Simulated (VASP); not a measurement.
# ZrSi2 (Cmcm) in VASP: further runs

Runs on ZrSi2. Level: PBEsol. Tasks: single point.

Everything below comes from runs of VASP 6.6.1. Logs are shortened: lines on timing, memory, paths and dates and some standing lists are left out, and cuts for length are marked.

## (1) The cell of the first run

Symmetry: Cmcm, No. 63, orthorhombic system. The conventional cell has a = 3.682 Å, b = 14.616 Å, c = 3.664 Å, α = 90.00°, β = 90.00°, γ = 90.00°. Zr (site symmetry m2m) has 10 Si at 2.70 to 2.96 Å and 6 Zr at 3.57 to 3.68 Å within 3.7 Å. Within 3.2 Å of Si (site symmetry m2m) lie 2 Si at 2.41 Å and 6 Zr at 2.70 to 2.96 Å. Si (site symmetry m2m) has 8 Si at 2.60 to 3.41 Å and 4 Zr at 2.81 Å within 3.5 Å.

## (2) Single point, PBEsol

INCAR

```
ALGO     = Normal         # electronic algorithm
EDIFF    = 1E-7           # SCF threshold, eV
ENCUT    = 520            # plane-wave cutoff, eV
GGA      = PS             # functional
ISIF     = 2              # what is computed and relaxed
ISMEAR   = 0              # smearing method
LASPH    = True           # aspherical terms in the spheres
LCHARG   = True           # write CHGCAR
LELF     = True           # ELF
LREAL    = False          # projectors in reciprocal space
LVHAR    = True         
LWAVE    = False          # write WAVECAR
NBANDS   = 29             # bands
NELM     = 100            # most SCF steps
PREC     = Accurate       # precision mode
SIGMA    = 0.1            # smearing width, eV
```

KPOINTS

```
k-points
0
Gamma
  10 10 10
```

POSCAR

```
ZrSi2
1.0
    1.8408911839     -7.3079678276      0.0000000000
    1.8408911839      7.3079678276      0.0000000000
    0.0000000000      0.0000000000      3.6641779480
Zr Si
2 4
Direct
    0.8951679295      0.1048320705      0.7500000000
    0.1048320705      0.8951679295      0.2500000000
    0.5537686783      0.4462313217      0.7500000000
    0.4462313217      0.5537686783      0.2500000000
    0.2502248775      0.7497751225      0.7500000000
    0.7497751225      0.2502248775      0.2500000000
```

Potentials or basis: VASP PAW PBE potentials, release 64 (Zr_sv, Si).

Run with:

```console
cat potpaw_PBE.64/Zr_sv/POTCAR potpaw_PBE.64/Si/POTCAR > POTCAR
mpirun -np 1 vasp_std > vasp.out
```

OUTCAR:

```text
EDIFF = 1E-7
   ENCUT = 520
   GGA = PS
   ISIF = 2
   ISMEAR = 0
   LASPH = True
   LREAL = False
   NELM = 100
   PREC = Accurate

 ion  position               nearest neighbor table
   1  0.895  0.105  0.750-   4 2.70   4 2.70   4 2.70   4 2.70   6 2.81   6 2.81   5 2.81   5 2.81
                             3 2.96   3 2.96   2 3.57   2 3.57
   2  0.105  0.895  0.250-   3 2.70   3 2.70   3 2.70   3 2.70   5 2.81   5 2.81   6 2.81   6 2.81
                             4 2.96   4 2.96   1 3.57   1 3.57
   3  0.554  0.446  0.750-   4 2.41   4 2.41   2 2.70   2 2.70   2 2.70   2 2.70   1 2.96   1 2.96

   4  0.446  0.554  0.250-   3 2.41   3 2.41   1 2.70   1 2.70   1 2.70   1 2.70   2 2.96   2 2.96

   5  0.250  0.750  0.750-   6 2.60   6 2.60   6 2.60   6 2.60   2 2.81   2 2.81   1 2.81   1 2.81

   6  0.750  0.250  0.250-   5 2.60   5 2.60   5 2.60   5 2.60   1 2.81   1 2.81   2 2.81   2 2.81

  LATTYP: Found a base centered orthorhombic cell.
 ALAT       =     3.6817823678
 B/A-ratio  =     3.9697989167
 C/A-ratio  =     0.9952185061

  Lattice vectors:

 A1 = (   1.8408911839,  -7.3079678276,   0.0000000000)
 A2 = (   1.8408911839,   7.3079678276,   0.0000000000)
 A3 = (   0.0000000000,   0.0000000000,   3.6641779480)

Analysis of symmetry for initial positions (statically):
=====================================================================
 Subroutine PRICEL returns:
 Original cell was already a primitive cell.

 Routine SETGRP: Setting up the symmetry group for a
 base centered orthorhombic supercell.

 Subroutine GETGRP returns: Found  8 space group operations
 (whereof  4 operations were pure point group operations)
 out of a pool of  8 trial point group operations.

The static configuration has the point symmetry C_2h.
 The point group associated with its full space group is D_2h.

Analysis of symmetry for dynamics (positions and initial velocities):
=====================================================================
 Subroutine PRICEL returns:
 Original cell was already a primitive cell.

 Routine SETGRP: Setting up the symmetry group for a
 base centered orthorhombic supercell.

 Subroutine GETGRP returns: Found  8 space group operations
 (whereof  4 operations were pure point group operations)
 out of a pool of  8 trial point group operations.

The dynamic configuration has the point symmetry C_2h.
 The point group associated with its full space group is D_2h.

 Subroutine INISYM returns: Found  8 space group operations
 (whereof  4 operations are pure point group operations),
 and found     1 'primitive' translations

----------------------------------------------------------------------------------------

                                     Primitive cell

  volume of cell :      98.5896

  direct lattice vectors                    reciprocal lattice vectors
     1.840891184 -7.307967828  0.000000000     0.271607580 -0.068418473  0.000000000
     1.840891184  7.307967828  0.000000000     0.271607580  0.068418473  0.000000000
     0.000000000  0.000000000  3.664177948     0.000000000  0.000000000  0.272912510

  length of vectors
     7.536263936  7.536263936  3.664177948     0.280092422  0.280092422  0.272912510

  position of ions in fractional coordinates (direct lattice)
     0.895167929  0.104832071  0.750000000
     0.104832071  0.895167929  0.250000000
     0.553768678  0.446231322  0.750000000
     0.446231322  0.553768678  0.250000000
     0.250224878  0.749775122  0.750000000
     0.749775122  0.250224878  0.250000000

  ion indices of the primitive-cell ions
   primitive index   ion index
                 1           1
                 2           2
                 3           3
                 4           4
                 5           5
                 6           6

----------------------------------------------------------------------------------------

 KPOINTS: k-points

Automatic generation of k-mesh.
 Grid dimensions read from file:
 generate k-points for:   10   10   10

 Generating k-lattice:

  Cartesian coordinates                     Fractional coordinates (reciprocal lattice)
     0.027160758 -0.006841847  0.000000000     0.100000000  0.000000000  0.000000000
     0.027160758  0.006841847  0.000000000     0.000000000  0.100000000  0.000000000
     0.000000000  0.000000000  0.027291251     0.000000000  0.000000000  0.100000000

  Length of vectors
     0.028009242  0.028009242  0.027291251

  Shift w.r.t. Gamma in fractional coordinates (k-lattice)
     0.000000000  0.000000000  0.000000000

 Subroutine IBZKPT returns following result:
 ===========================================

 Found    186 irreducible k-points:

 Following reciprocal coordinates:
            Coordinates               Weight
  0.000000  0.000000  0.000000      1.000000
  0.100000 -0.000000  0.000000      4.000000
  0.200000 -0.000000  0.000000      4.000000
  0.300000 -0.000000  0.000000      4.000000
  0.400000  0.000000  0.000000      4.000000
  0.500000  0.000000  0.000000      2.000000
[... 16 lines left out ...]
  0.300000  0.300000  0.000000      2.000000
  0.400000  0.300000  0.000000      4.000000
 [... further k-points ...]
   k-points           NKPTS =    186   k-points in BZ     NKDIM =    186   number of bands    NBANDS=     29
   number of dos      NEDOS =    301   number of ions     NIONS =      6
   total plane-waves  NPLWV =  87808
   dimension x,y,z NGX =    56 NGY =   56 NGZ =   28
   dimension x,y,z NGXF=   112 NGYF=  112 NGZF=   56
   ions per type =               2   4
   NGX,Y,Z   is equivalent  to a cutoff of  12.35, 12.35, 12.70 a.u.
   NGXF,Y,Z  is equivalent  to a cutoff of  24.71, 24.71, 25.41 a.u.
 SYSTEM =  unknown system
   PREC   = accura    normal or accurate (medium, high low for compatibility)
   ISTART =      0    job   : 0-new  1-cont  2-samecut
   ICHARG =      2    charge: 1-file 2-atom 10-const
   ISPIN  =      1    spin polarized calculation?
   LNONCOLLINEAR =      F non collinear calculations
   LSORBIT =      F    spin-orbit coupling
   LASPH  =      T    aspherical Exc in radial PAW
   ENCUT  =  520.0 eV  38.22 Ry    6.18 a.u.  14.01 14.01  6.81*2*pi/ulx,y,z
   NELM   =    100;   NELMIN=  2; NELMDL= -5     # of ELM steps
   EDIFF  = 0.1E-06   stopping-criterion for ELM
   LREAL  =      F    real-space projection
   EDIFFG = 0.1E-05   stopping-criterion for IOM
   NSW    =      0    number of steps for IOM
   IBRION =     -1    ionic relax: 0-MD 1-quasi-New 2-CG
   NFREE  =      0    steps in history (QN), initial steepest desc. (CG)
   ISIF   =      2    stress and relaxation
   ISYM   =      2    0-nonsym 1-usesym 2-fastsym
   POTIM  = 0.5000    time-step for ionic-motion
   TEBEG  =    0.0;   TEEND  =   0.0 temperature during run
   PSTRESS=    0.0 pullay stress
   NELECT =      40.0000    total number of electrons
   NUPDOWN=      -1.0000    fix difference up-down
   EMIN   =  10.00;   EMAX   =-10.00  energy-range for DOS
   EFERMI =   0.00;   METHOD = LEGACY
   ISMEAR =     0;   SIGMA  =   0.10  broadening in eV -4-tet -1-fermi 0-gaus
   EFERMI_NEDOS =   21; number of points for ismear=-14 and -15
   IALGO  =     38    algorithm
   IMIX   =      4    mixing-type and parameters
     AMIX     =   0.40;   BMIX     =  1.00
     AMIX_MAG =   1.60;   BMIX_MAG =  1.00
  volume/ion in A,a.u.               =      16.43       110.89
  Fermi-wavevector in a.u.,A,eV,Ry     =   1.211949  2.290252 19.984519  1.468821
  Thomas-Fermi vector in A             =   2.347449
   LORBIT       =      0    0 simple, 1 ext, 2 COOP (PROOUT), +10 PAW based schemes
   GGA     = PS    functional components
   LHFCALC =     F    Hartree Fock is set to
   AEXX    =    0.0000 exact exchange contribution
   IVDW    =     0    specifies the selected vdW correction
   LEPSILON=     F    determine dielectric tensor
   LRPA    =     F    only Hartree local field effects (RPA)
 non-spin polarized calculation
 Gauss-broadening in eV      SIGMA  =   0.10
  energy-cutoff  :      520.00
  volume of cell :       98.59
 maximum number of plane-waves:      2678
   NGX = 27   NGY = 27   NGZ = 13

 number of electron      39.9999998 magnetization

 Free energy of the ion-electron system (eV)
  ---------------------------------------------------
  ext. energy  EPLUGINS =         0.00000000
  ---------------------------------------------------
  free energy    TOTEN  =       -45.71059100 eV

  energy without entropy =      -45.70415519  energy(sigma->0) =      -45.70737309

 E-fermi :  10.1645     XC(G=0): -11.4404

 val. band max:       10.1582293826   @ k =  -0.4000   0.2000   0.1000
 cond. band min:      10.1740890798   @ k =   0.2000  -0.0000   0.0000
 fundamental gap:      0.0158596972
 Fermi energy:        10.1644816707

 k-point     1 :       0.0000    0.0000    0.0000
  band No.  band energies     occupation
      1     -38.4246      2.00000
      2     -38.4099      2.00000
      3     -16.7162      2.00000
      4     -16.5604      2.00000
      5     -16.5348      2.00000
      6     -16.5299      2.00000
[... 21 lines left out ...]
     28      13.0410      0.00000
     29      14.1931      0.00000

 k-point     2 :       0.1000   -0.0000    0.0000
  band No.  band energies     occupation
      1     -38.4236      2.00000
      2     -38.4090      2.00000
      3     -16.7122      2.00000
      4     -16.5804      2.00000
      5     -16.5528      2.00000
      6     -16.5287      2.00000
[... 21 lines left out ...]
     28      13.5388      0.00000
     29      13.8659      0.00000

 k-point     3 :       0.2000   -0.0000    0.0000
  band No.  band energies     occupation
      1     -38.4209      2.00000
      2     -38.4066      2.00000
      3     -16.7020      2.00000
      4     -16.6324      2.00000
      5     -16.5993      2.00000
      6     -16.5256      2.00000
[... 21 lines left out ...]
     28      13.5942      0.00000
     29      14.1452      0.00000

 k-point     4 :       0.3000   -0.0000    0.0000
  band No.  band energies     occupation
      1     -38.4176      2.00000
      2     -38.4035      2.00000
      3     -16.6999      2.00000
      4     -16.6850      2.00000
      5     -16.6559      2.00000
      6     -16.5219      2.00000
[... 21 lines left out ...]
     28      13.6740      0.00000
     29      14.7433      0.00000

 k-point     5 :       0.4000    0.0000    0.0000
  band No.  band energies     occupation
      1     -38.4150      2.00000
      2     -38.4011      2.00000
      3     -16.7477      2.00000
      4     -16.7022      2.00000
      5     -16.6762      2.00000
      6     -16.5189      2.00000
[... 21 lines left out ...]
     28      13.6281      0.00000
     29      14.1755      0.00000
[... 510 lines left out ...]
     28      13.4869      0.00000
     29      14.0673      0.00000

 k-point    22 :      -0.2000    0.2000    0.0000
  band No.  band energies     occupation
      1     -38.4245      2.00000
      2     -38.4101      2.00000
      3     -16.7103      2.00000
      4     -16.5609      2.00000
      5     -16.5362      2.00000
      6     -16.5343      2.00000
[... 21 lines left out ...]
     28      13.0870      0.00000
     29      14.4164      0.00000

 k-point    23 :       0.3000    0.3000    0.0000
  band No.  band energies     occupation
      1     -38.4149      2.00000
      2     -38.4012      2.00000
      3     -16.7487      2.00000
      4     -16.7015      2.00000
      5     -16.6721      2.00000
      6     -16.5229      2.00000
[... 21 lines left out ...]
     28      13.6921      0.00000
     29      14.0855      0.00000

 k-point    24 :       0.4000    0.3000    0.0000
  band No.  band energies     occupation
      1     -38.4175      2.00000
      2     -38.4037      2.00000
      3     -16.7029      2.00000
      4     -16.6738      2.00000
      5     -16.6557      2.00000
      6     -16.5307      2.00000
[... 21 lines left out ...]
     28      14.0685      0.00000
     29      14.2728      0.00000

 [... further k-points ...]
[... 5 lines left out ...]
  --------------------------------------------------------------------------------------
  -------------------------------------------------------------------------------------
  Total       -0.4912801     -0.4984714     -0.5096762      0.0000000      0.0000000      0.0000000
  in kB       -7.9837786     -8.1006434     -8.2827325      0.0000000      0.0000000      0.0000000
  external PRESSURE =      -8.1223848 kB  Pullay stress =       0.0000000 kB

 VOLUME and BASIS-vectors are now :
 -----------------------------------------------------------------------------
  energy-cutoff  :      520.00
  volume of cell :       98.59
      direct lattice vectors                 reciprocal lattice vectors
     1.840891184 -7.307967828  0.000000000     0.271607580 -0.068418473  0.000000000
     1.840891184  7.307967828  0.000000000     0.271607580  0.068418473  0.000000000
     0.000000000  0.000000000  3.664177948     0.000000000  0.000000000  0.272912510

 POSITION                                       TOTAL-FORCE (eV/Angst)
 -----------------------------------------------------------------------------------
      1.84089     -5.77575      2.74813         0.000000     -0.002098     -0.000000
      1.84089      5.77575      0.91604         0.000000      0.002098     -0.000000
      1.84089     -0.78588      2.74813         0.000000     -0.000030     -0.000000
      1.84089      0.78588      0.91604         0.000000      0.000030     -0.000000
      1.84089      3.65070      2.74813         0.000000     -0.001152     -0.000000
      1.84089     -3.65070      0.91604         0.000000      0.001152      0.000000
 -----------------------------------------------------------------------------------
    total drift:                               -0.000000     -0.000000     -0.000000

  FREE ENERGIE OF THE ION-ELECTRON SYSTEM (eV)
  ---------------------------------------------------
  free  energy   TOTEN  =       -45.7105910031 eV

  energy  without entropy=      -45.7041551857  energy(sigma->0) =      -45.70737309
```

Wall time 12 min (1 thread of Intel Xeon Platinum 8488C (Sapphire Rapids), shared host); peak memory 0.58 GiB.

What came out:

```
Free energy            : -45.7106 eV
Pressure               : -0.8 GPa
Band gap on the k mesh : zero (bands 20 and 21 overlap by 0.99 eV)
```

Forces on the atoms (eV/Å):
```
Zr   0.000 -0.002  0.000
Zr   0.000  0.002  0.000
Si   0.000  0.000  0.000
Si   0.000  0.000  0.000
Si   0.000 -0.001  0.000
Si   0.000  0.001  0.000
```

Caveat: the PAW data sets were made with another functional, which shifts forces and pressure a little.

(Part 1 of 2 ends here.)
